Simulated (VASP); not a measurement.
# TlBr (Pm-3m) in VASP: a series of runs, part 3 of 3

VASP 6.6.1. Earlier steps stand in the parts before.

## 5. Electric field gradients, r2SCAN (20.49 Å³/atom)

This run uses another cell than the first one, of 20.49 Å³/atom.

The input, POSCAR:

```
TlBr
1.0
    3.4476316393      0.0000000000      0.0000000000
    0.0000000000      3.4476316393      0.0000000000
    0.0000000000      0.0000000000      3.4476316393
Tl Br
1 1
Direct
    0.0000000000      0.0000000000      0.0000000000
    0.5000000000      0.5000000000      0.5000000000
```

The input, INCAR.step1:

```
PREC = Accurate
ENCUT = 440
ISMEAR = -1
SIGMA = 0.03
LREAL = False
LASPH = True
NELM = 120
NBANDS = 17
GGA = PE
ALGO = Normal
EDIFF = 1E-5
LWAVE = True
LCHARG = False
GGA_COMPAT = False
```

The input, INCAR.step2:

```
PREC = Accurate
ENCUT = 440
EDIFF = 1E-8
ISMEAR = -1
SIGMA = 0.03
LREAL = False
LASPH = True
NELM = 120
ALGO = Normal
ISIF = 2
LWAVE = False
LCHARG = False
METAGGA = R2SCAN
LMIXTAU = True
LEFG = True
NBANDS = 17
ISTART = 1
GGA_COMPAT = False
```

The input, KPOINTS:

```
Automatic mesh
0
Gamma
  7 7 7
```

Potentials or basis: VASP PAW PBE potentials, release 64 (Tl_d, Br).

The run is started by

```sh
$ cat potpaw_PBE.64/Tl_d/POTCAR potpaw_PBE.64/Br/POTCAR > POTCAR
$ cp INCAR.step1 INCAR
$ mpirun -np 1 vasp_std > vasp.out
$ cp INCAR.step2 INCAR
$ mpirun -np 1 vasp_std > vasp.out
```

OUTCAR:

```text
PREC = Accurate
   ENCUT = 440
   EDIFF = 1E-8
   ISMEAR = -1
   LREAL = False
   LASPH = True
   NELM = 120
   ISIF = 2
   METAGGA = R2SCAN
   ISTART = 1

 ion  position               nearest neighbor table
   1  0.000  0.000  0.000-   2 2.99   2 2.99   2 2.99   2 2.99   2 2.99   2 2.99   2 2.99   2 2.99

   2  0.500  0.500  0.500-   1 2.99   1 2.99   1 2.99   1 2.99   1 2.99   1 2.99   1 2.99   1 2.99

  LATTYP: Found a simple cubic cell.
 ALAT       =     3.4476316393

  Lattice vectors:

 A1 = (   3.4476316393,   0.0000000000,   0.0000000000)
 A2 = (   0.0000000000,   3.4476316393,   0.0000000000)
 A3 = (   0.0000000000,   0.0000000000,   3.4476316393)

Analysis of symmetry for initial positions (statically):
=====================================================================
 Subroutine PRICEL returns:
 Original cell was already a primitive cell.

 Routine SETGRP: Setting up the symmetry group for a
 simple cubic supercell.

 Subroutine GETGRP returns: Found 48 space group operations
 (whereof 48 operations were pure point group operations)
 out of a pool of 48 trial point group operations.

The static configuration has the point symmetry O_h .

Analysis of symmetry for dynamics (positions and initial velocities):
=====================================================================
 Subroutine PRICEL returns:
 Original cell was already a primitive cell.

 Routine SETGRP: Setting up the symmetry group for a
 simple cubic supercell.

 Subroutine GETGRP returns: Found 48 space group operations
 (whereof 48 operations were pure point group operations)
 out of a pool of 48 trial point group operations.

The dynamic configuration has the point symmetry O_h .

 Subroutine INISYM returns: Found 48 space group operations
 (whereof 48 operations are pure point group operations),
 and found     1 'primitive' translations

----------------------------------------------------------------------------------------

                                     Primitive cell

  volume of cell :      40.9791

  direct lattice vectors                    reciprocal lattice vectors
     3.447631639  0.000000000  0.000000000     0.290054189  0.000000000  0.000000000
     0.000000000  3.447631639  0.000000000     0.000000000  0.290054189  0.000000000
     0.000000000  0.000000000  3.447631639     0.000000000  0.000000000  0.290054189

  length of vectors
     3.447631639  3.447631639  3.447631639     0.290054189  0.290054189  0.290054189

  position of ions in fractional coordinates (direct lattice)
     0.000000000  0.000000000  0.000000000
     0.500000000  0.500000000  0.500000000

  ion indices of the primitive-cell ions
   primitive index   ion index
                 1           1
                 2           2

----------------------------------------------------------------------------------------

 KPOINTS: Automatic mesh

Automatic generation of k-mesh.
 Grid dimensions read from file:
[... 66 lines left out ...]
   ISIF   =      2    stress and relaxation
   ISYM   =      2    0-nonsym 1-usesym 2-fastsym
   POTIM  = 0.5000    time-step for ionic-motion
   TEBEG  =    0.0;   TEEND  =   0.0 temperature during run
   PSTRESS=    0.0 pullay stress
   NELECT =      20.0000    total number of electrons
   NUPDOWN=      -1.0000    fix difference up-down
   EMIN   =  10.00;   EMAX   =-10.00  energy-range for DOS
   EFERMI =   0.00;   METHOD = LEGACY
   ISMEAR =    -1;   SIGMA  =   0.03  broadening in eV -4-tet -1-fermi 0-gaus
   EFERMI_NEDOS =   21; number of points for ismear=-14 and -15
   IALGO  =     38    algorithm
   IMIX   =      4    mixing-type and parameters
     AMIX     =   0.40;   BMIX     =  1.00
     AMIX_MAG =   1.60;   BMIX_MAG =  1.00
  volume/ion in A,a.u.               =      20.49       138.27
  Fermi-wavevector in a.u.,A,eV,Ry     =   1.288934  2.435732 22.604046  1.661351
  Thomas-Fermi vector in A             =   2.420857
   LORBIT       =      0    0 simple, 1 ext, 2 COOP (PROOUT), +10 PAW based schemes
   METAGGA = R2SCAN    functional components
   LHFCALC =     F    Hartree Fock is set to
   AEXX    =    0.0000 exact exchange contribution
   IVDW    =     0    specifies the selected vdW correction
   LEPSILON=     F    determine dielectric tensor
   LRPA    =     F    only Hartree local field effects (RPA)
 non-spin polarized calculation
  energy-cutoff  :      440.00
  volume of cell :       40.98
 maximum number of plane-waves:       876
 NGX is ok and might be reduce to    24
   NGX = 11   NGY = 11   NGZ = 11

 number of electron      19.9999990 magnetization

 Free energy of the ion-electron system (eV)
  ---------------------------------------------------
  ext. energy  EPLUGINS =         0.00000000
  ---------------------------------------------------
  free energy    TOTEN  =       -66.85410305 eV

  energy without entropy =      -66.85410284  energy(sigma->0) =      -66.85410294

 E-fermi :   8.2144     XC(G=0): -11.7589

 val. band max:        7.8600794874   @ k =   0.4286   0.0000   0.0000
 cond. band min:       8.5980887027   @ k =   0.4286   0.4286   0.4286
 fundamental gap:      0.7380092152
 Fermi energy:         8.2143724048

 k-point     1 :       0.0000    0.0000    0.0000
  band No.  band energies     occupation
      1      -9.8155      2.00000
      2      -4.1478      2.00000
      3      -4.1478      2.00000
      4      -3.5528      2.00000
      5      -3.5528      2.00000
      6      -3.5528      2.00000
[... 377 lines left out ...]
      4      -4.0532      2.00000
      5      -3.3707      2.00000
      6      -3.3707      2.00000
[... 9 lines left out ...]
     16      23.6140      0.00000
     17      27.6442      0.00000

------------------------ aborting loop because EDIFF is reached ----------------------------------------

  FORCE on cell =-STRESS in cart. coord.  units (eV):
  Direction    XX          YY          ZZ          XY          YZ          ZX
  --------------------------------------------------------------------------------------
  -------------------------------------------------------------------------------------
  Total        8.4660271      8.4660271      8.4660271      0.0000000      0.0000000      0.0000000
  in kB      330.9997495    330.9997495    330.9997495      0.0000000      0.0000000      0.0000000
  external PRESSURE =     330.9997495 kB  Pullay stress =       0.0000000 kB

 VOLUME and BASIS-vectors are now :
 -----------------------------------------------------------------------------
  energy-cutoff  :      440.00
  volume of cell :       40.98
      direct lattice vectors                 reciprocal lattice vectors
     3.447631639  0.000000000  0.000000000     0.290054189  0.000000000  0.000000000
     0.000000000  3.447631639  0.000000000     0.000000000  0.290054189  0.000000000
     0.000000000  0.000000000  3.447631639     0.000000000  0.000000000  0.290054189

 POSITION                                       TOTAL-FORCE (eV/Angst)
 -----------------------------------------------------------------------------------
      0.00000      0.00000      0.00000         0.000000      0.000000      0.000000
      1.72382      1.72382      1.72382         0.000000      0.000000      0.000000
 -----------------------------------------------------------------------------------
    total drift:                                0.000000      0.000000     -0.000000

  FREE ENERGIE OF THE ION-ELECTRON SYSTEM (eV)
  ---------------------------------------------------
  free  energy   TOTEN  =       -66.8541030486 eV

  energy  without entropy=      -66.8541028411  energy(sigma->0) =      -66.85410294

 Electric field gradients (V/A^2)
---------------------------------------------------------------------
 ion       V_xx      V_yy      V_zz      V_xy      V_xz      V_yz
---------------------------------------------------------------------
   1      -0.000    -0.000     0.000     0.000    -0.000    -0.000
   2       0.000     0.000    -0.000     0.000     0.000    -0.000
---------------------------------------------------------------------

 Electric field gradients after diagonalization (V/A^2)
 (convention: |V_zz| > |V_xx| > |V_yy|)
----------------------------------------------------------------------
 ion       V_xx      V_yy      V_zz     asymmetry (V_yy - V_xx)/ V_zz
----------------------------------------------------------------------
   1      -0.000     0.000    -0.000      -1.051
   2       0.000     0.000    -0.000       0.018
----------------------------------------------------------------------

           NMR quadrupolar parameters

 Cq : quadrupolar parameter    Cq=e*Q*V_zz/h
 eta: asymmetry parameters     (V_yy - V_xx)/ V_zz
 Q  : nuclear electric quadrupole moment in mb (millibarn)
----------------------------------------------------------------------
 ion       Cq(MHz)       eta       Q (mb)
----------------------------------------------------------------------
   1      -0.000      -1.051       1.000
   2      -0.000       0.018       1.000
----------------------------------------------------------------------
```

OUTCAR.step1:

```text
PREC = Accurate
   ENCUT = 440
   ISMEAR = -1
   LREAL = False
   LASPH = True
[... 615 lines left out ...]
      0.00000      0.00000      0.00000         0.000000      0.000000      0.000000
      1.72382      1.72382      1.72382         0.000000      0.000000      0.000000
 -----------------------------------------------------------------------------------
    total drift:                               -0.000000      0.000000     -0.000000

  FREE ENERGIE OF THE ION-ELECTRON SYSTEM (eV)
  ---------------------------------------------------
  free  energy   TOTEN  =        -3.9269421184 eV

  energy  without entropy=       -3.9269383494  energy(sigma->0) =       -3.92694023
```

It took 84 s on 1 thread of AMD EPYC 7R13, shared host; peak memory 0.12 GiB.

What came out:

| Quantity | Value |
| --- | --- |
| Free energy | -66.8541 eV |
| Pressure | 33.1 GPa |
| Band gap on the k mesh | 0.74 eV (least direct gap 2.12 eV) |
| Largest electric field gradient by atom | zero within the noise of the run |

Caveat: the cell stands under pressure; the PAW data sets were made with another functional, which shifts forces and pressure a little; spin-orbit coupling is left out, which moves the levels of the heavy elements; an odd mesh through Γ misses points on the zone boundary, where band edges can lie.

## 6. The runs side by side

| cell | gap on the mesh (eV) | pressure (GPa) |
| --- | --- | --- |
| a = 3.159 Å, 2 atoms | none | 96.7 |
| a = 3.261 Å, 2 atoms | none | 66.1 |
| a = 3.448 Å, 2 atoms | 0.74 | 33.1 |

Alike in all rows: task electric field gradients; level r2SCAN; potentials or basis VASP PAW PBE potentials, release 64 (Tl_d, Br); no spin polarisation; k mesh 7 × 7 × 7; cutoff (eV) 440; smearing fermi-dirac 0.03 eV.

Caveats: the cell stands under pressure; the PAW data sets were made with another functional, which shifts forces and pressure a little; spin-orbit coupling is left out, which moves the levels of the heavy elements; an odd mesh through Γ misses points on the zone boundary, where band edges can lie (at least some runs).

Total energies depend on the potentials used, so only differences within one code and one set of settings carry meaning.
